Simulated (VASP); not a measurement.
# SnO2 (Pbcn) in VASP: further runs

SnO2 is run at these levels: PBE; tasks: single point.

Program: VASP 6.6.1. These are calculated values, not measurements. Logs are shortened: lines on timing, memory, paths and dates and some standing lists are left out, and cuts for length are marked.

## Step 1: The cell of the first run

The structure is orthorhombic, space group Pbcn (No. 60). The conventional cell has a = 4.948 Å, b = 5.896 Å, c = 5.480 Å, α = 90.00°, β = 90.00°, γ = 90.00°. Sn (site symmetry 2) has 6 O at 2.11 to 2.18 Å within 2.8 Å. O (site symmetry 1) has 3 Sn at 2.11 to 2.18 Å and 1 O at 2.74 Å within 2.8 Å.

## Step 2: Single point, PBE (13.32 Å³/atom)

Input file INCAR:

```
ALGO = Normal
EDIFF = 1E-6
ENCUT = 520
GGA = PE
ISIF = 2
ISMEAR = 0
LASPH = T
LCHARG = F
LREAL = F
LWAVE = F
NBANDS = 64
NELM = 100
PREC = Accurate
SIGMA = 0.05
```

Input file KPOINTS:

```
k-points
0
Gamma
  6 6 6
```

Input file POSCAR:

```
SnO2
1.0
    4.9477276436      0.0000000000      0.0000000000
    0.0000000000      5.8958702167      0.0000000000
    0.0000000000      0.0000000000      5.4797957881
Sn O
4 8
Direct
    0.5000000000      0.6651654903      0.7500000000
    0.0000000000      0.8348345097      0.2500000000
    0.5000000000      0.3348345097      0.2500000000
    0.0000000000      0.1651654903      0.7500000000
    0.7301204269      0.6070551965      0.0781681516
    0.2301204269      0.8929448035      0.9218318484
    0.7698795731      0.8929448035      0.5781681516
    0.2698795731      0.6070551965      0.4218318484
    0.7301204269      0.3929448035      0.5781681516
    0.2301204269      0.1070551965      0.4218318484
    0.7698795731      0.1070551965      0.0781681516
    0.2698795731      0.3929448035      0.9218318484
```

Potentials or basis: VASP PAW PBE potentials, release 64 (Sn_d, O).

Started as:

```
> cat potpaw_PBE.64/Sn_d/POTCAR potpaw_PBE.64/O/POTCAR > POTCAR
> mpirun -np 1 vasp_std > vasp.out
```

OUTCAR:

```text
EDIFF = 1E-6
   ENCUT = 520
   GGA = PE
   ISIF = 2
   ISMEAR = 0
   LASPH = T
   LREAL = F
   NELM = 100
   PREC = Accurate

 ion  position               nearest neighbor table
   1  0.500  0.665  0.750-   6 2.11   7 2.11   5 2.16   8 2.16   9 2.18  12 2.18   3 3.36   3 3.36

   2  0.000  0.835  0.250-   5 2.11   8 2.11   7 2.16   6 2.16  10 2.18  11 2.18   4 3.36   4 3.36

   3  0.500  0.335  0.250-  10 2.11  11 2.11   9 2.16  12 2.16   5 2.18   8 2.18   1 3.36   1 3.36

   4  0.000  0.165  0.750-   9 2.11  12 2.11  11 2.16  10 2.16   6 2.18   7 2.18   2 3.36   2 3.36

   5  0.730  0.607  0.078-   2 2.11   1 2.16   3 2.18
   6  0.230  0.893  0.922-   1 2.11   2 2.16   4 2.18
   7  0.770  0.893  0.578-   1 2.11   2 2.16   4 2.18
   8  0.270  0.607  0.422-   2 2.11   1 2.16   3 2.18
   9  0.730  0.393  0.578-   4 2.11   3 2.16   1 2.18
  10  0.230  0.107  0.422-   3 2.11   4 2.16   2 2.18
  11  0.770  0.107  0.078-   3 2.11   4 2.16   2 2.18
  12  0.270  0.393  0.922-   4 2.11   3 2.16   1 2.18

  LATTYP: Found a simple orthorhombic cell.
 ALAT       =     4.9477276436
 B/A-ratio  =     1.1075378806
 C/A-ratio  =     1.1916319251

  Lattice vectors:

 A1 = (  -4.9477276436,   0.0000000000,   0.0000000000)
 A2 = (   0.0000000000,   0.0000000000,   5.4797957881)
 A3 = (   0.0000000000,   5.8958702167,   0.0000000000)

Analysis of symmetry for initial positions (statically):
=====================================================================
 Subroutine PRICEL returns:
 Original cell was already a primitive cell.

 Routine SETGRP: Setting up the symmetry group for a
 simple orthorhombic supercell.

 Subroutine GETGRP returns: Found  8 space group operations
 (whereof  2 operations were pure point group operations)
 out of a pool of  8 trial point group operations.

The static configuration has the point symmetry S_2 .
 The point group associated with its full space group is D_2h.

Analysis of symmetry for dynamics (positions and initial velocities):
=====================================================================
 Subroutine PRICEL returns:
 Original cell was already a primitive cell.

 Routine SETGRP: Setting up the symmetry group for a
 simple orthorhombic supercell.

 Subroutine GETGRP returns: Found  8 space group operations
 (whereof  2 operations were pure point group operations)
 out of a pool of  8 trial point group operations.

The dynamic configuration has the point symmetry S_2 .
 The point group associated with its full space group is D_2h.

 Subroutine INISYM returns: Found  8 space group operations
 (whereof  2 operations are pure point group operations),
 and found     1 'primitive' translations

----------------------------------------------------------------------------------------

                                     Primitive cell

  volume of cell :     159.8520

  direct lattice vectors                    reciprocal lattice vectors
     4.947727644  0.000000000  0.000000000     0.202112984  0.000000000  0.000000000
     0.000000000  5.895870217  0.000000000     0.000000000  0.169610246  0.000000000
     0.000000000  0.000000000  5.479795788     0.000000000  0.000000000  0.182488552

  length of vectors
     4.947727644  5.895870217  5.479795788     0.202112984  0.169610246  0.182488552

  position of ions in fractional coordinates (direct lattice)
     0.500000000  0.665165490  0.750000000
     0.000000000  0.834834510  0.250000000
     0.500000000  0.334834510  0.250000000
     0.000000000  0.165165490  0.750000000
     0.730120427  0.607055196  0.078168152
     0.230120427  0.892944804  0.921831848
     0.769879573  0.892944804  0.578168152
     0.269879573  0.607055196  0.421831848
     0.730120427  0.392944804  0.578168152
     0.230120427  0.107055196  0.421831848
     0.769879573  0.107055196  0.078168152
     0.269879573  0.392944804  0.921831848

  ion indices of the primitive-cell ions
   primitive index   ion index
                 1           1
                 2           2
                 3           3
                 4           4
                 5           5
                 6           6
                 7           7
                 8           8
                 9           9
                10          10
                11          11
                12          12

----------------------------------------------------------------------------------------

 KPOINTS: k-points

Automatic generation of k-mesh.
 Grid dimensions read from file:
 generate k-points for:    6    6    6

 Generating k-lattice:

  Cartesian coordinates                     Fractional coordinates (reciprocal lattice)
     0.033685497  0.000000000  0.000000000     0.166666667  0.000000000  0.000000000
     0.000000000  0.028268374  0.000000000     0.000000000  0.166666667  0.000000000
     0.000000000  0.000000000  0.030414759     0.000000000  0.000000000  0.166666667

  Length of vectors
     0.033685497  0.028268374  0.030414759

  Shift w.r.t. Gamma in fractional coordinates (k-lattice)
     0.000000000  0.000000000  0.000000000

 Subroutine IBZKPT returns following result:
 ===========================================

 Found     64 irreducible k-points:

 Following reciprocal coordinates:
            Coordinates               Weight
  0.000000  0.000000  0.000000      1.000000
  0.166667  0.000000  0.000000      2.000000
  0.333333  0.000000  0.000000      2.000000
  0.500000  0.000000  0.000000      1.000000
  0.000000  0.166667  0.000000      2.000000
  0.166667  0.166667  0.000000      4.000000
[... 16 lines left out ...]
  0.333333  0.166667  0.166667      8.000000
  0.500000  0.166667  0.166667      4.000000
 [... further k-points ...]
   k-points           NKPTS =     64   k-points in BZ     NKDIM =     64   number of bands    NBANDS=     64
   number of dos      NEDOS =    301   number of ions     NIONS =     12
   total plane-waves  NPLWV =  80640
   dimension x,y,z NGX =    40 NGY =   48 NGZ =   42
   dimension x,y,z NGXF=    80 NGYF=   96 NGZF=   84
   ions per type =               4   8
   NGX,Y,Z   is equivalent  to a cutoff of  13.44, 13.53, 12.74 a.u.
   NGXF,Y,Z  is equivalent  to a cutoff of  26.88, 27.07, 25.48 a.u.
 SYSTEM =  unknown system
   PREC   = accura    normal or accurate (medium, high low for compatibility)
   ISTART =      0    job   : 0-new  1-cont  2-samecut
   ICHARG =      2    charge: 1-file 2-atom 10-const
   ISPIN  =      1    spin polarized calculation?
   LNONCOLLINEAR =      F non collinear calculations
   LSORBIT =      F    spin-orbit coupling
   LASPH  =      T    aspherical Exc in radial PAW
   ENCUT  =  520.0 eV  38.22 Ry    6.18 a.u.   9.20 10.96 10.19*2*pi/ulx,y,z
   NELM   =    100;   NELMIN=  2; NELMDL= -5     # of ELM steps
   EDIFF  = 0.1E-05   stopping-criterion for ELM
   LREAL  =      F    real-space projection
   EDIFFG = 0.1E-04   stopping-criterion for IOM
   NSW    =      0    number of steps for IOM
   IBRION =     -1    ionic relax: 0-MD 1-quasi-New 2-CG
   NFREE  =      0    steps in history (QN), initial steepest desc. (CG)
   ISIF   =      2    stress and relaxation
   ISYM   =      2    0-nonsym 1-usesym 2-fastsym
   POTIM  = 0.5000    time-step for ionic-motion
   TEBEG  =    0.0;   TEEND  =   0.0 temperature during run
   PSTRESS=    0.0 pullay stress
   NELECT =     104.0000    total number of electrons
   NUPDOWN=      -1.0000    fix difference up-down
   EMIN   =  10.00;   EMAX   =-10.00  energy-range for DOS
   EFERMI =   0.00;   METHOD = LEGACY
   ISMEAR =     0;   SIGMA  =   0.05  broadening in eV -4-tet -1-fermi 0-gaus
   EFERMI_NEDOS =   21; number of points for ismear=-14 and -15
   IALGO  =     38    algorithm
   IMIX   =      4    mixing-type and parameters
     AMIX     =   0.40;   BMIX     =  1.00
     AMIX_MAG =   1.60;   BMIX_MAG =  1.00
  volume/ion in A,a.u.               =      13.32        89.89
  Fermi-wavevector in a.u.,A,eV,Ry     =   1.418556  2.680683 27.379032  2.012302
  Thomas-Fermi vector in A             =   2.539669
   LORBIT       =      0    0 simple, 1 ext, 2 COOP (PROOUT), +10 PAW based schemes
   GGA     = PE    functional components
   LHFCALC =     F    Hartree Fock is set to
   AEXX    =    0.0000 exact exchange contribution
   IVDW    =     0    specifies the selected vdW correction
   LEPSILON=     F    determine dielectric tensor
   LRPA    =     F    only Hartree local field effects (RPA)
 non-spin polarized calculation
 Gauss-broadening in eV      SIGMA  =   0.05
  energy-cutoff  :      520.00
  volume of cell :      159.85
 maximum number of plane-waves:      4332
 NGX is ok and might be reduce to    40
   NGX = 19   NGY = 21   NGZ = 21

 number of electron     103.9999988 magnetization

 Free energy of the ion-electron system (eV)
  ---------------------------------------------------
  ext. energy  EPLUGINS =         0.00000000
  ---------------------------------------------------
  free energy    TOTEN  =       -73.96930264 eV

  energy without entropy =      -73.96930025  energy(sigma->0) =      -73.96930145

 E-fermi :   4.7677     XC(G=0): -10.7174

 val. band max:        4.6462897136   @ k =   0.3333   0.0000   0.0000
 cond. band min:       4.8768133214   @ k =   0.0000   0.0000   0.0000
 fundamental gap:      0.2305236078
 Fermi energy:         4.7677140634

 k-point     1 :       0.0000    0.0000    0.0000
  band No.  band energies     occupation
      1     -15.9800      2.00000
      2     -15.8964      2.00000
      3     -15.8454      2.00000
      4     -15.6172      2.00000
      5     -15.5647      2.00000
      6     -15.4774      2.00000
[... 56 lines left out ...]
     63      14.3822      0.00000
     64      14.7158      0.00000

 k-point     2 :       0.1667    0.0000    0.0000
  band No.  band energies     occupation
      1     -15.9765      2.00000
      2     -15.8505      2.00000
      3     -15.8321      2.00000
      4     -15.6324      2.00000
      5     -15.6259      2.00000
      6     -15.4800      2.00000
[... 56 lines left out ...]
     63      14.6335      0.00000
     64      14.6996      0.00000

 k-point     3 :       0.3333    0.0000    0.0000
  band No.  band energies     occupation
      1     -15.9391      2.00000
      2     -15.7936      2.00000
      3     -15.7481      2.00000
      4     -15.7429      2.00000
      5     -15.6764      2.00000
      6     -15.5274      2.00000
[... 1396 lines left out ...]
     63      14.2539      0.00000
     64      14.7982      0.00000

 k-point    24 :       0.5000    0.1667    0.1667
  band No.  band energies     occupation
      1     -15.8792      2.00000
      2     -15.8792      2.00000
      3     -15.7194      2.00000
      4     -15.7194      2.00000
      5     -15.6105      2.00000
      6     -15.6105      2.00000
[... 56 lines left out ...]
     63      14.3961      0.00000
     64      14.3969      0.00000

 [... further k-points ...]

------------------------ aborting loop because EDIFF is reached ----------------------------------------

  FORCE on cell =-STRESS in cart. coord.  units (eV):
  Direction    XX          YY          ZZ          XY          YZ          ZX
  --------------------------------------------------------------------------------------
  -------------------------------------------------------------------------------------
  Total      -11.5871028     -9.0284333    -13.0680612      0.0000000      0.0000000     -0.0000000
  in kB     -116.1361350    -90.4908988   -130.9796025      0.0000000      0.0000000     -0.0000000
  external PRESSURE =    -112.5355454 kB  Pullay stress =       0.0000000 kB

 VOLUME and BASIS-vectors are now :
 -----------------------------------------------------------------------------
  energy-cutoff  :      520.00
  volume of cell :      159.85
      direct lattice vectors                 reciprocal lattice vectors
     4.947727644  0.000000000  0.000000000     0.202112984  0.000000000  0.000000000
     0.000000000  5.895870217  0.000000000     0.000000000  0.169610246  0.000000000
     0.000000000  0.000000000  5.479795788     0.000000000  0.000000000  0.182488552

 POSITION                                       TOTAL-FORCE (eV/Angst)
 -----------------------------------------------------------------------------------
      2.47386      3.92173      4.10985        -0.000000     -0.155461     -0.000000
      0.00000      4.92208      1.36995        -0.000000      0.155461      0.000000
      2.47386      1.97414      1.36995        -0.000000      0.155461      0.000000
      0.00000      0.97379      4.10985        -0.000000     -0.155461      0.000000
      3.61244      3.57912      0.42835        -0.209952      0.032323     -0.040644
      1.13857      5.26469      5.05145        -0.209952     -0.032323      0.040644
      3.80915      5.26469      3.16824         0.209952     -0.032323     -0.040644
      1.33529      3.57912      2.31155         0.209952      0.032323      0.040644
      3.61244      2.31675      3.16824        -0.209952     -0.032323     -0.040644
      1.13857      0.63118      2.31155        -0.209952      0.032323      0.040644
      3.80915      0.63118      0.42835         0.209952      0.032323     -0.040644
      1.33529      2.31675      5.05145         0.209952     -0.032323      0.040644
 -----------------------------------------------------------------------------------
    total drift:                               -0.000000     -0.000000      0.000000

  FREE ENERGIE OF THE ION-ELECTRON SYSTEM (eV)
  ---------------------------------------------------
  free  energy   TOTEN  =       -73.9693026437 eV

  energy  without entropy=      -73.9693002528  energy(sigma->0) =      -73.96930145
```

It took 20 min on 1 thread of Oxide Virtual Turin-like, shared host; peak memory 0.53 GiB.

What came out:

```
Free energy            : -73.9693 eV
Pressure               : -11.3 GPa
Largest force          : 0.216 eV/Å
Band gap on the k mesh : 0.23 eV (least direct gap 0.26 eV)
```

Forces on the atoms (eV/Å):
```
Sn   0.000 -0.155  0.000
Sn   0.000  0.155  0.000
Sn   0.000  0.155  0.000
Sn   0.000 -0.155  0.000
O   -0.210  0.032 -0.041
O   -0.210 -0.032  0.041
O    0.210 -0.032 -0.041
O    0.210  0.032  0.041
O   -0.210 -0.032 -0.041
O   -0.210  0.032  0.041
O    0.210  0.032 -0.041
O    0.210 -0.032  0.041
```

Caveat: the cell stands under tension; spin-orbit coupling is left out, which moves the levels of the heavy elements. A k mesh can miss the band edges.

## Step 3: Single point, PBE (13.32 Å³/atom)

Input file INCAR:

```
SYSTEM = SnO2
PREC     = Accurate       ! precision mode
ENCUT    = 520            ! plane-wave cutoff, eV
EDIFF    = 1E-6           ! SCF threshold, eV
ISMEAR   = 0              ! smearing method
SIGMA    = 0.05           ! smearing width, eV
LREAL    = .False.        ! projectors in reciprocal space
LASPH    = .True.         ! aspherical terms in the spheres
NELM     = 80             ! most SCF steps
ALGO     = Normal         ! electronic algorithm
ISIF     = 2              ! what is computed and relaxed
LWAVE    = .False.        ! write WAVECAR
LCHARG   = .False.        ! write CHGCAR
GGA      = PE             ! functional
NBANDS   = 64             ! bands
```

Input file KPOINTS:

```
regular mesh
0
Gamma
  6 6 6
  0 0 0
```

POSCAR: that of step 2 with these lines changed.

```diff
@@ -2,5 +2,5 @@
 1.0
-    4.9477276436      0.0000000000      0.0000000000
-    0.0000000000      5.8958702167      0.0000000000
-    0.0000000000      0.0000000000      5.4797957881
+    5.0144334041      0.0000000000      0.0000000000
+    0.0000000000      5.7400509783      0.0000000000
+    0.0000000000      0.0000000000      5.5536749447
 Sn O
```

Potentials or basis: VASP PAW PBE potentials, release 64 (Sn_d, O).

Started as:

```
> cat potpaw_PBE.64/Sn_d/POTCAR potpaw_PBE.64/O/POTCAR > POTCAR
> mpirun -np 1 vasp_std > vasp.out
```

Run time: 12 min. Hardware: 1 thread of Oxide Virtual Turin-like, shared host; peak memory 0.53 GiB.

Results (log left out):

```
Free energy            : -73.8062 eV
Pressure               : -11.3 GPa
Largest force          : 0.291 eV/Å
Band gap on the k mesh : 0.14 eV (least direct gap 0.19 eV)
```

Forces in eV/Å, atoms in the order of the input:
```
Sn   0.000 -0.129  0.000
Sn   0.000  0.129  0.000
Sn   0.000  0.129  0.000
Sn   0.000 -0.129  0.000
O   -0.285 -0.016 -0.058
O   -0.285  0.016  0.058
O    0.285  0.016 -0.058
O    0.285 -0.016  0.058
O   -0.285  0.016 -0.058
O   -0.285 -0.016  0.058
O    0.285 -0.016 -0.058
O    0.285  0.016  0.058
```

Stress tensor (GPa, compression positive):
```
-13.26   0.00   0.00
  0.00  -5.30   0.00
  0.00   0.00 -15.22
```

Levels at points of the mesh, in eV from the valence-band top:
```csv
k point,band 48,band 49,band 50,band 51,band 52,band 53,band 54,band 55,band 56,band 57
"(0.00, 0.00, 0.00)",-0.71,-0.42,-0.31,-0.05,-0.04,0.14,4.70,4.94,5.67,6.00
"(0.50, 0.00, 0.00)",-0.86,-0.22,-0.22,-0.06,-0.06,3.28,3.28,3.92,3.92,7.32
"(0.00, 0.50, 0.00)",-1.05,-0.92,-0.92,-0.24,-0.24,2.82,2.82,5.52,5.52,7.67
"(0.50, 0.50, 0.00)",-0.68,-0.68,-0.68,-0.32,-0.32,3.65,3.65,4.68,4.68,7.49
"(0.00, 0.00, 0.50)",-0.52,-0.42,-0.42,-0.10,-0.10,3.11,3.11,4.86,4.86,6.67
"(0.50, 0.00, 0.50)",-0.89,-0.18,-0.18,-0.18,-0.18,3.72,3.72,3.72,3.72,7.41
"(0.00, 0.50, 0.50)",-1.15,-0.41,-0.41,-0.41,-0.41,4.18,4.18,4.18,4.18,7.63
"(0.50, 0.50, 0.50)",-1.16,-0.46,-0.46,-0.46,-0.46,4.15,4.15,4.15,4.15,7.64
```

Caveat: the cell stands under tension; spin-orbit coupling is left out, which moves the levels of the heavy elements. A k mesh can miss the band edges.
